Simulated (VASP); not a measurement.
The system is Ho2O.

```
CELL_PARAMETERS angstrom
3.65880 0.00000 0.00000
-1.82940 3.16861 0.00000
0.00000 0.00000 12.01799
ATOMIC_POSITIONS crystal
Ho 0.00000 0.00000 0.44355
Ho 0.00000 0.00000 0.94355
Ho 0.33333 0.66667 0.68579
Ho 0.66667 0.33333 0.18579
O 0.00000 0.00000 0.13093
O 0.00000 0.00000 0.63093
```

The cell was generated, and may not be a known phase.

* Program: VASP 6.6.1
* Task: relaxation of cell and atoms
* Functional: PBE
* Potentials or basis: VASP PAW PBE potentials, release 64 (Ho_3, O), 4f in core
* Cutoff: 600 eV
* k mesh: 12 × 12 × 4
* Occupations: gaussian, width 0.01 eV
* Spin: no spin polarisation

At the start: pressure 0.9 GPa; volume 23.22 Å³/atom.

**Question.** Where does the relaxation end?

**Answer.** Over 7 steps the energy falls by 2.8 meV/atom and the volume is 23.41 Å³/atom (+0.8 %); space group P6_3mc (No. 186, to 0.1 Å) before and after.

The path:
```
step  energy change (eV)  largest force (eV/Å)  pressure (GPa)  volume (Å³)
   1              0.0000                0.2235            0.87       139.33
   2             -0.0081                0.1382           -0.72       141.89
   3             -0.0092                0.1396           -0.33       141.23
   4             -0.0136                0.1070           -0.16       140.88
   5             -0.0159                0.0627            0.04       140.42
   6             -0.0168                0.0106            0.02       140.48
   7             -0.0168                0.0024            0.02       140.49
```

Final structure:
```yaml
crystal:
  lattice:
    - [3.65219, 0.00000, 0.00000]
    - [-1.82610, 3.16289, 0.00000]
    - [0.00000, 0.00000, 12.16172]
  atoms:
    - { symbol: Ho, position: [0.00000, 0.00000, 0.44390] }
    - { symbol: Ho, position: [0.00000, 0.00000, 0.94390] }
    - { symbol: Ho, position: [0.33333, 0.66667, 0.68786] }
    - { symbol: Ho, position: [0.66667, 0.33333, 0.18786] }
    - { symbol: O, position: [0.00000, 0.00000, 0.12850] }
    - { symbol: O, position: [0.00000, 0.00000, 0.62850] }
```
